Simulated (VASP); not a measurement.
Set up this calculation in VASP 6.6.1, as the native input.

```
Task                   : single point
Functional             : PBEsol
Potentials or basis    : VASP PAW PBE potentials, release 64 (Li_sv)
Cutoff                 : 520 eV
k mesh                 : 18 × 18 × 18
Occupations            : gaussian, width 0.05 eV
Spin                   : no spin polarisation
Dipole correction      : no
Further INCAR settings : ALGO = Normal; EDIFF = 1e-06; NBANDS = 8
```

The structure of Li lies in POSCAR:

```
Li
1.0
    0.0000000000      2.1893444722      2.1893444722
    2.1893444722      0.0000000000      2.1893444722
    2.1893444722      2.1893444722      0.0000000000
Li
1
Direct
    0.0000000000      0.0000000000      0.0000000000
```

This isn't the form of Li at room conditions, which is bcc.

One way to write it, as run:

INCAR

```
SYSTEM = Li
ALGO = Normal
EDIFF = 1E-6
ENCUT = 520
GGA = PS
ISIF = 2
ISMEAR = 0
LASPH = .True.
LCHARG = .False.
LREAL = .False.
LWAVE = .False.
NBANDS = 8
NELM = 100
PREC = Accurate
SIGMA = 0.05
```

KPOINTS

```
k-points
0
Gamma
  18 18 18
  0 0 0
```

Potentials or basis: VASP PAW PBE potentials, release 64 (Li_sv).

Launch:

```bash
$ cat potpaw_PBE.64/Li_sv/POTCAR > POTCAR
$ mpirun -np 1 vasp_std > vasp.out
```

Results of the run:

The band gap on the k mesh is zero (an odd number of electrons rules out a gap without spin polarisation).

It took 22 s on 1 thread of Intel Xeon 8259CL, on a shared host, peak memory 0.15 GiB.
